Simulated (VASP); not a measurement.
# Zn (P6_3/mmc) in VASP: a series of runs

The runs below take Zn through single point, with PBE.

Program: VASP 6.6.1. These are calculated values, not measurements. Logs are shortened: lines on timing, memory, paths and dates and some standing lists are left out, and cuts for length are marked.

### Step 1. The cell of the first run

It takes space group P6_3/mmc (No. 194, hexagonal). Conventional cell: a = 2.633 Å, b = 2.633 Å, c = 5.108 Å, α = 90.00°, β = 90.00°, γ = 120.00°. Within 3.5 Å of Zn (site symmetry -6m2) lie 12 Zn at 2.63 to 2.97 Å.

### Step 2. Single point, PBE

File INCAR:

```
PREC     = Accurate       # precision mode
ENCUT    = 520            # plane-wave cutoff, eV
EDIFF    = 1E-6           # SCF threshold, eV
ISMEAR   = 0              # smearing method
SIGMA    = 0.1            # smearing width, eV
LREAL    = F              # projectors in reciprocal space
LASPH    = T              # aspherical terms in the spheres
NELM     = 60             # most SCF steps
ALGO     = Normal         # electronic algorithm
ISIF     = 2              # what is computed and relaxed
LWAVE    = F              # write WAVECAR
LCHARG   = F              # write CHGCAR
GGA      = PE             # functional
NBANDS   = 19             # bands
```

File KPOINTS:

```
Automatic mesh
0
Gamma
  18 18 8
```

File POSCAR:

```
Zn
1.0
    2.6333228656      0.0000000000      0.0000000000
   -1.3166614328      2.2805244980      0.0000000000
    0.0000000000      0.0000000000      5.1082438830
Zn
2
Direct
    0.3333333333      0.6666666667      0.2500000000
    0.6666666667      0.3333333333      0.7500000000
```

Potentials or basis: VASP PAW PBE potentials, release 64 (Zn).

Started as:

```console
$ cat potpaw_PBE.64/Zn/POTCAR > POTCAR
$ mpirun -np 1 vasp_std > vasp.out
```

OUTCAR:

```text
PREC = Accurate
   ENCUT = 520
   EDIFF = 1E-6
   ISMEAR = 0
   LREAL = F
   LASPH = T
   NELM = 60
   ISIF = 2
   GGA = PE

 ion  position               nearest neighbor table
   1  0.333  0.667  0.250-   2 2.97   2 2.97   2 2.97   2 2.97   2 2.97   2 2.97
   2  0.667  0.333  0.750-   1 2.97   1 2.97   1 2.97   1 2.97   1 2.97   1 2.97

  LATTYP: Found a hexagonal cell.
 ALAT       =     2.6333228656
 C/A-ratio  =     1.9398471603

  Lattice vectors:

 A1 = (   2.6333228656,   0.0000000000,   0.0000000000)
 A2 = (  -1.3166614328,   2.2805244980,   0.0000000000)
 A3 = (   0.0000000000,   0.0000000000,   5.1082438830)

Analysis of symmetry for initial positions (statically):
=====================================================================
 Subroutine PRICEL returns:
 Original cell was already a primitive cell.

 Routine SETGRP: Setting up the symmetry group for a
 hexagonal supercell.

 Subroutine GETGRP returns: Found 24 space group operations
 (whereof 12 operations were pure point group operations)
 out of a pool of 24 trial point group operations.

The static configuration has the point symmetry D_3d.
 The point group associated with its full space group is D_6h.

Analysis of symmetry for dynamics (positions and initial velocities):
=====================================================================
 Subroutine PRICEL returns:
 Original cell was already a primitive cell.

 Routine SETGRP: Setting up the symmetry group for a
 hexagonal supercell.

 Subroutine GETGRP returns: Found 24 space group operations
 (whereof 12 operations were pure point group operations)
 out of a pool of 24 trial point group operations.

The dynamic configuration has the point symmetry D_3d.
 The point group associated with its full space group is D_6h.

 Subroutine INISYM returns: Found 24 space group operations
 (whereof 12 operations are pure point group operations),
 and found     1 'primitive' translations

----------------------------------------------------------------------------------------

                                     Primitive cell

  volume of cell :      30.6768

  direct lattice vectors                    reciprocal lattice vectors
     2.633322866  0.000000000  0.000000000     0.379748345  0.219247809  0.000000000
    -1.316661433  2.280524498  0.000000000     0.000000000  0.438495618  0.000000000
     0.000000000  0.000000000  5.108243883     0.000000000  0.000000000  0.195761992

  length of vectors
     2.633322866  2.633322866  5.108243883     0.438495618  0.438495618  0.195761992

  position of ions in fractional coordinates (direct lattice)
     0.333333333  0.666666667  0.250000000
     0.666666667  0.333333333  0.750000000

  ion indices of the primitive-cell ions
   primitive index   ion index
                 1           1
                 2           2

----------------------------------------------------------------------------------------

 KPOINTS: Automatic mesh

Automatic generation of k-mesh.
 Grid dimensions read from file:
 generate k-points for:   18   18    8

 Generating k-lattice:

  Cartesian coordinates                     Fractional coordinates (reciprocal lattice)
     0.021097130  0.012180434  0.000000000     0.055555556  0.000000000  0.000000000
     0.000000000  0.024360868  0.000000000     0.000000000  0.055555556  0.000000000
     0.000000000  0.000000000  0.024470249     0.000000000  0.000000000  0.125000000

  Length of vectors
     0.024360868  0.024360868  0.024470249

  Shift w.r.t. Gamma in fractional coordinates (k-lattice)
     0.000000000  0.000000000  0.000000000

 Subroutine IBZKPT returns following result:
 ===========================================

 Found    185 irreducible k-points:

 Following reciprocal coordinates:
            Coordinates               Weight
  0.000000  0.000000  0.000000      1.000000
  0.055556  0.000000  0.000000      6.000000
  0.111111  0.000000  0.000000      6.000000
  0.166667  0.000000  0.000000      6.000000
  0.222222  0.000000  0.000000      6.000000
  0.277778 -0.000000  0.000000      6.000000
[... 16 lines left out ...]
  0.333333  0.111111  0.000000     12.000000
  0.388889  0.111111  0.000000     12.000000
 [... further k-points ...]
   k-points           NKPTS =    185   k-points in BZ     NKDIM =    185   number of bands    NBANDS=     19
   number of dos      NEDOS =    301   number of ions     NIONS =      2
   total plane-waves  NPLWV =  16000
   dimension x,y,z NGX =    20 NGY =   20 NGZ =   40
   dimension x,y,z NGXF=    40 NGYF=   40 NGZF=   80
   ions per type =               2
   NGX,Y,Z   is equivalent  to a cutoff of  12.63, 12.63, 13.02 a.u.
   NGXF,Y,Z  is equivalent  to a cutoff of  25.25, 25.25, 26.04 a.u.
 SYSTEM =  unknown system
   PREC   = accura    normal or accurate (medium, high low for compatibility)
   ISTART =      0    job   : 0-new  1-cont  2-samecut
   ICHARG =      2    charge: 1-file 2-atom 10-const
   ISPIN  =      1    spin polarized calculation?
   LNONCOLLINEAR =      F non collinear calculations
   LSORBIT =      F    spin-orbit coupling
   LASPH  =      T    aspherical Exc in radial PAW
   ENCUT  =  520.0 eV  38.22 Ry    6.18 a.u.   4.90  4.90  9.50*2*pi/ulx,y,z
   NELM   =     60;   NELMIN=  2; NELMDL= -5     # of ELM steps
   EDIFF  = 0.1E-05   stopping-criterion for ELM
   LREAL  =      F    real-space projection
   EDIFFG = 0.1E-04   stopping-criterion for IOM
   NSW    =      0    number of steps for IOM
   IBRION =     -1    ionic relax: 0-MD 1-quasi-New 2-CG
   NFREE  =      0    steps in history (QN), initial steepest desc. (CG)
   ISIF   =      2    stress and relaxation
   ISYM   =      2    0-nonsym 1-usesym 2-fastsym
   POTIM  = 0.5000    time-step for ionic-motion
   TEBEG  =    0.0;   TEEND  =   0.0 temperature during run
   PSTRESS=    0.0 pullay stress
   NELECT =      24.0000    total number of electrons
   NUPDOWN=      -1.0000    fix difference up-down
   EMIN   =  10.00;   EMAX   =-10.00  energy-range for DOS
   EFERMI =   0.00;   METHOD = LEGACY
   ISMEAR =     0;   SIGMA  =   0.10  broadening in eV -4-tet -1-fermi 0-gaus
   EFERMI_NEDOS =   21; number of points for ismear=-14 and -15
   IALGO  =     38    algorithm
   IMIX   =      4    mixing-type and parameters
     AMIX     =   0.40;   BMIX     =  1.00
     AMIX_MAG =   1.60;   BMIX_MAG =  1.00
  volume/ion in A,a.u.               =      15.34       103.51
  Fermi-wavevector in a.u.,A,eV,Ry     =   1.508488  2.850628 30.960532  2.275535
  Thomas-Fermi vector in A             =   2.618935
   LORBIT       =      0    0 simple, 1 ext, 2 COOP (PROOUT), +10 PAW based schemes
   GGA     = PE    functional components
   LHFCALC =     F    Hartree Fock is set to
   AEXX    =    0.0000 exact exchange contribution
   IVDW    =     0    specifies the selected vdW correction
   LEPSILON=     F    determine dielectric tensor
   LRPA    =     F    only Hartree local field effects (RPA)
 non-spin polarized calculation
 Gauss-broadening in eV      SIGMA  =   0.10
  energy-cutoff  :      520.00
  volume of cell :       30.68
 maximum number of plane-waves:       849
 NGX is ok and might be reduce to    20
   NGX =  9   NGY =  9   NGZ = 19

 number of electron      23.9999999 magnetization

 Free energy of the ion-electron system (eV)
  ---------------------------------------------------
  ext. energy  EPLUGINS =         0.00000000
  ---------------------------------------------------
  free energy    TOTEN  =        -2.22056605 eV

  energy without entropy =       -2.21903911  energy(sigma->0) =       -2.21980258

 E-fermi :   3.0417     XC(G=0): -11.4960

 val. band max:        3.0405694759   @ k =   0.0556   0.0556   0.2500
 cond. band min:       3.0508840473   @ k =   0.3333   0.1111   0.0000
 fundamental gap:      0.0103145715
 Fermi energy:         3.0416896631

 k-point     1 :       0.0000    0.0000    0.0000
  band No.  band energies     occupation
      1      -7.3024      2.00000
      2      -5.6302      2.00000
      3      -4.9172      2.00000
      4      -4.6446      2.00000
      5      -4.6446      2.00000
      6      -4.6053      2.00000
[... 11 lines left out ...]
     18      22.7858      0.00000
     19      22.8265      0.00000

 k-point     2 :       0.0556    0.0000    0.0000
  band No.  band energies     occupation
      1      -7.2080      2.00000
      2      -5.5855      2.00000
      3      -4.9054      2.00000
      4      -4.6559      2.00000
      5      -4.6219      2.00000
      6      -4.6165      2.00000
[... 11 lines left out ...]
     18      21.7606      0.00000
     19      23.6612      0.00000

 k-point     3 :       0.1111    0.0000    0.0000
  band No.  band energies     occupation
      1      -6.9284      2.00000
      2      -5.4635      2.00000
      3      -4.8753      2.00000
      4      -4.6835      2.00000
      5      -4.6407      2.00000
      6      -4.5561      2.00000
[... 11 lines left out ...]
     18      20.9006      0.00000
     19      22.1673      0.00000

 k-point     4 :       0.1667    0.0000    0.0000
  band No.  band energies     occupation
      1      -6.4795      2.00000
      2      -5.3056      2.00000
      3      -4.8432      2.00000
      4      -4.7155      2.00000
      5      -4.6322      2.00000
      6      -4.4854      2.00000
[... 11 lines left out ...]
     18      19.7312      0.00000
     19      20.5107      0.00000

 k-point     5 :       0.2222    0.0000    0.0000
  band No.  band energies     occupation
      1      -5.9195      2.00000
      2      -5.1972      2.00000
      3      -4.7985      2.00000
      4      -4.7123      2.00000
      5      -4.6673      2.00000
      6      -4.5228      2.00000
[... 11 lines left out ...]
     18      18.4698      0.00000
     19      19.1619      0.00000

 k-point     6 :       0.2778   -0.0000    0.0000
  band No.  band energies     occupation
      1      -5.4647      2.00000
      2      -5.1958      2.00000
      3      -4.8280      2.00000
      4      -4.7182      2.00000
      5      -4.5710      2.00000
      6      -4.4871      2.00000
[... 11 lines left out ...]
     18      18.3115      0.00000
     19      18.7289      0.00000

 k-point     7 :       0.3333    0.0000    0.0000
  band No.  band energies     occupation
      1      -5.3384      2.00000
      2      -5.2408      2.00000
      3      -4.9554      2.00000
      4      -4.6185      2.00000
      5      -4.5676      2.00000
      6      -4.3898      2.00000
[... 11 lines left out ...]
     18      18.3590      0.00000
     19      19.2454      0.00000

 k-point     8 :       0.3889    0.0000    0.0000
  band No.  band energies     occupation
      1      -5.3580      2.00000
      2      -5.2843      2.00000
      3      -5.0460      2.00000
      4      -4.6327      2.00000
      5      -4.5361      2.00000
      6      -4.4170      2.00000
[... 256 lines left out ...]
 k-point    20 :       0.1667    0.1111    0.0000
  band No.  band energies     occupation
      1      -5.6731      2.00000
      2      -5.0847      2.00000
      3      -4.8555      2.00000
      4      -4.7505      2.00000
      5      -4.7049      2.00000
      6      -4.6353      2.00000
[... 11 lines left out ...]
     18      18.1928      0.00000
     19      18.6950      0.00000

 k-point    21 :       0.2222    0.1111    0.0000
  band No.  band energies     occupation
      1      -5.2464      2.00000
      2      -5.0842      2.00000
      3      -4.8401      2.00000
      4      -4.7446      2.00000
      5      -4.6944      2.00000
      6      -4.5375      2.00000
[... 11 lines left out ...]
     18      17.4262      0.00000
     19      18.2461      0.00000

 k-point    22 :       0.2778    0.1111    0.0000
  band No.  band energies     occupation
      1      -5.1900      2.00000
      2      -5.1227      2.00000
      3      -4.9476      2.00000
      4      -4.6181      2.00000
      5      -4.5943      2.00000
      6      -4.5073      2.00000
[... 11 lines left out ...]
     18      16.7837      0.00000
     19      18.1171      0.00000

 k-point    23 :       0.3333    0.1111    0.0000
  band No.  band energies     occupation
      1      -5.2431      2.00000
      2      -5.1627      2.00000
      3      -5.0238      2.00000
      4      -4.6382      2.00000
      5      -4.5323      2.00000
      6      -4.4453      2.00000
[... 11 lines left out ...]
     18      16.2998      0.00000
     19      17.7980      0.00000

 k-point    24 :       0.3889    0.1111    0.0000
  band No.  band energies     occupation
      1      -5.2855      2.00000
      2      -5.1962      2.00000
      3      -5.0688      2.00000
      4      -4.6659      2.00000
      5      -4.4788      2.00000
      6      -4.4764      2.00000
[... 11 lines left out ...]
     18      15.9999      0.00000
     19      17.5740      0.00000

 [... further k-points ...]

------------------------ aborting loop because EDIFF is reached ----------------------------------------

  FORCE on cell =-STRESS in cart. coord.  units (eV):
  Direction    XX          YY          ZZ          XY          YZ          ZX
  --------------------------------------------------------------------------------------
  -------------------------------------------------------------------------------------
  Total        0.0787821      0.0787821      0.0364100      0.0000000      0.0000000      0.0000000
  in kB        4.1146017      4.1146017      1.9016086      0.0000000      0.0000000      0.0000000
  external PRESSURE =       3.3769373 kB  Pullay stress =       0.0000000 kB

 VOLUME and BASIS-vectors are now :
 -----------------------------------------------------------------------------
  energy-cutoff  :      520.00
  volume of cell :       30.68
      direct lattice vectors                 reciprocal lattice vectors
     2.633322866  0.000000000  0.000000000     0.379748345  0.219247809  0.000000000
    -1.316661433  2.280524498  0.000000000     0.000000000  0.438495618  0.000000000
     0.000000000  0.000000000  5.108243883     0.000000000  0.000000000  0.195761992

 POSITION                                       TOTAL-FORCE (eV/Angst)
 -----------------------------------------------------------------------------------
     -0.00000      1.52035      1.27706         0.000000     -0.000000      0.000000
      1.31666      0.76017      3.83118        -0.000000      0.000000      0.000000
 -----------------------------------------------------------------------------------
    total drift:                               -0.000000      0.000000     -0.000000

  FREE ENERGIE OF THE ION-ELECTRON SYSTEM (eV)
  ---------------------------------------------------
  free  energy   TOTEN  =        -2.2205660485 eV

  energy  without entropy=       -2.2190391140  energy(sigma->0) =       -2.21980258
```

It took 30 s on 1 thread of Intel Xeon 6975P-C (Granite Rapids), shared host; peak memory 0.2 GiB.

What came out:

* Free energy: -2.2206 eV
* Pressure: 0.3 GPa
* Band gap on the k mesh: zero (band 12 reaches 4.81 eV, above the bottom of band 13 at -0.49 eV)

Stress tensor (GPa, compression positive):
```
0.41 0.00 0.00
0.00 0.41 0.00
0.00 0.00 0.19
```

(Continued in part 2 of 2.)
